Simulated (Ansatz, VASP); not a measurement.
Two plane-wave programs on Ge

POSCAR

```
Ge
1.0
    0.0000000000      2.7580507500      2.8287700000
    2.8994892500      0.0000000000      2.8287700000
    2.8994892500      2.7580507500      0.0000000000
Ge
2
Direct
    0.5000000000      0.5000000000      0.5000000000
    0.7500000000      0.7500000000      0.7500000000
```

The input INCAR.step1:

```
PREC = Accurate
ENCUT = 520
ISMEAR = 0
SIGMA = 0.05
LREAL = False
LASPH = True
NELM = 60
NBANDS = 21
GGA = PE
ALGO = Normal
EDIFF = 1E-4
LWAVE = True
LCHARG = False
```

INCAR.step2

```
PREC = Accurate
ENCUT = 520
EDIFF = 1E-7
ISMEAR = 0
SIGMA = 0.05
LREAL = False
LASPH = True
NELM = 60
ALGO = Normal
ISIF = 2
LWAVE = False
LCHARG = False
METAGGA = R2SCAN
LMIXTAU = True
NBANDS = 21
ISTART = 1
```

Contents of KPOINTS:

```
regular mesh
0
Gamma
  10 10 10
```

Input for Ansatz:

```yaml
crystal:
  lattice:
    - [0.0, 2.75805075, 2.82877]
    - [2.89948925, 0.0, 2.82877]
    - [2.89948925, 2.75805075, 0.0]
  atoms:
    - { symbol: Ge, position: [0.5, 0.5, 0.5] }
    - { symbol: Ge, position: [0.75, 0.75, 0.75] }
basis:
  ecutwfc: 500
kpoints:
  mp_grid: { grid: [10, 10, 10] }
hamiltonian:
  xc: r2scan
scf:
  occupations: { method: gaussian, width: 0.05 }
output:
  forces: true
  stress: true
  eigenvalues: true
```

Change from the starting cell: strain +0.0250 x Voigt [1, -1, 0, 0, 0, 0], atoms carried along.

Alike in both runs: task single point; functional r2SCAN; k mesh 10 × 10 × 10; occupations gaussian, width 0.05 eV; no spin polarisation.

```csv
,VASP,Ansatz
version,VASP 6.6.1,Ansatz 0.2.0
potentials or method,"VASP PAW PBE potentials, release 64 (Ge_d), cutoff 520 eV","scalar-relativistic, plane waves, PAW"
valence electrons in the cell,28,28
```

Ansatz gave:

* gap on the k mesh at the Fermi level (eV): 0.23
* least direct gap on the mesh (eV): 0.23
* pressure (GPa): 0.7
* traceless stress, the component that is largest in VASP (GPa): -2.16

Question: Which values does VASP return?

Answer: gap on the k mesh at the Fermi level (eV): 0.19; least direct gap on the mesh (eV): 0.19; pressure (GPa): 0.7; traceless stress, the component that is largest in VASP (GPa): -2.14.

VASP's potentials were made for PBE, not for r2SCAN.
